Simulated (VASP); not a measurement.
A run of VASP 6.6.1 is set up as follows.

File INCAR:

```
ALGO = Normal
EDIFF = 1E-6
EDIFFG = -0.01
ENCUT = 600
GGA = PE
IBRION = 2
ISIF = 4
ISMEAR = 0
LASPH = True
LCHARG = False
LREAL = False
LWAVE = False
NELM = 60
NSW = 50
PREC = Accurate
SIGMA = 0.02
```

The input KPOINTS:

```
k-points
0
Gamma
  8 8 8
```

Contents of POSCAR:

```
ZnO
1.0
   -3.3356289746      3.3356289746      2.7283186127
    3.3356289746     -3.3356289746      2.7283186127
    3.3356289746      3.3356289746     -2.7283186127
Zn O
4 4
Direct
    0.4110822639      0.9110822639      0.1989053312
    0.7121769327      0.2121769327      0.8010946688
    0.9110822639      0.7121769327      0.5000000000
    0.2121769327      0.4110822639      0.5000000000
    0.2883274362      0.0891753672      0.5000000000
    0.5891753672      0.7883274362      0.5000000000
    0.7883274362      0.2883274362      0.1991520690
    0.0891753672      0.5891753672      0.8008479310
```

Potentials or basis: VASP PAW PBE potentials, release 64 (Zn, O).

Run with:

```sh
$ cat potpaw_PBE.64/Zn/POTCAR potpaw_PBE.64/O/POTCAR > POTCAR
$ mpirun -np 1 vasp_std > vasp.out
```

Task: Estimate the band gap on the k mesh.

Result: 0.77 eV.

The path:
```tsv
step	energy change (eV)	largest force (eV/Å)	pressure (GPa)	volume (Å³)
1	0.0000	0.0295	-8.40	121.43
2	-0.0002	0.0081	-8.38	121.43
```

Caveat: semilocal functionals underestimate gaps, and a narrow one can read as zero. A k mesh can miss the band edges.
